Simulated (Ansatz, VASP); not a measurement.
LaRu2 in VASP and in Ansatz

File INCAR:

```
SYSTEM = LaRu2
PREC = Accurate
ENCUT = 600
EDIFF = 1E-6
ISMEAR = -1
SIGMA = 0.05
LREAL = .False.
LASPH = .True.
NELM = 80
ALGO = Normal
ISIF = 3
LWAVE = .False.
LCHARG = .False.
IBRION = 2
NSW = 70
EDIFFG = -0.005
```

KPOINTS

```
Automatic mesh
0
Gamma
  7 7 7
  0 0 0
```

POSCAR

```
LaRu2
1.0
    0.0000000000      3.8550000000      3.8550000000
    3.8550000000      0.0000000000      3.8550000000
    3.8550000000      3.8550000000      0.0000000000
La Ru
2 4
Direct
    0.0000000000      0.0000000000      0.0000000000
    0.2500000000      0.2500000000      0.2500000000
    0.6250000000      0.6250000000      0.6250000000
    0.1250000000      0.6250000000      0.6250000000
    0.6250000000      0.6250000000      0.1250000000
    0.6250000000      0.1250000000      0.6250000000
```

Input for Ansatz:

```yaml
crystal:
  lattice:
    - [0.0, 3.855, 3.855]
    - [3.855, 0.0, 3.855]
    - [3.855, 3.855, 0.0]
  atoms:
    - { symbol: La, position: [0.0, 0.0, 0.0] }
    - { symbol: La, position: [0.25, 0.25, 0.25] }
    - { symbol: Ru, position: [0.625, 0.625, 0.625] }
    - { symbol: Ru, position: [0.125, 0.625, 0.625] }
    - { symbol: Ru, position: [0.625, 0.625, 0.125] }
    - { symbol: Ru, position: [0.625, 0.125, 0.625] }
kpoints:
  mp_grid: { grid: [7, 7, 7] }
scf:
  occupations: { method: fermi_dirac, width: 0.05 }
hamiltonian:
  xc: lda
  pseudopotentials: { kind: paw }
output:
  forces: true
  stress: true
  eigenvalues: true
relax:
  f_tol: 0.005
  max_steps: 50
  cell: {}
```

Alike in both runs: task relaxation of cell and atoms; functional LDA; k mesh 7 × 7 × 7; occupations fermi-dirac, width 0.05 eV; no spin polarisation.

|  | VASP | Ansatz |
| --- | --- | --- |
| version | VASP 6.6.1 | Ansatz 0.2.0 |
| potentials or method | VASP PAW LDA potentials, release 64 (La, Ru_pv) | PAW with Ansatz's default frozen-core files, scalar-relativistic |
| plane-wave cutoff (eV) | 600 | 420 |
| valence electrons in the cell | 78 | 86 |

|  | VASP | Ansatz | Ansatz less VASP |
| --- | --- | --- | --- |
| relaxed volume (Å³/atom) | 17.92 | 17.89 | -0.029 |
| relaxed length of the cell vector where the two differ most in proportion (Å) | 5.337 | 5.334 | -0.0029 |

LDA's correlation is that of Perdew and Zunger in VASP and of Perdew and Wang (1992) in Ansatz. VASP's potentials hold 78 valence electrons a cell and Ansatz's 86, so a difference there can come from the potentials and not from the codes.

Spin-orbit coupling is off throughout.
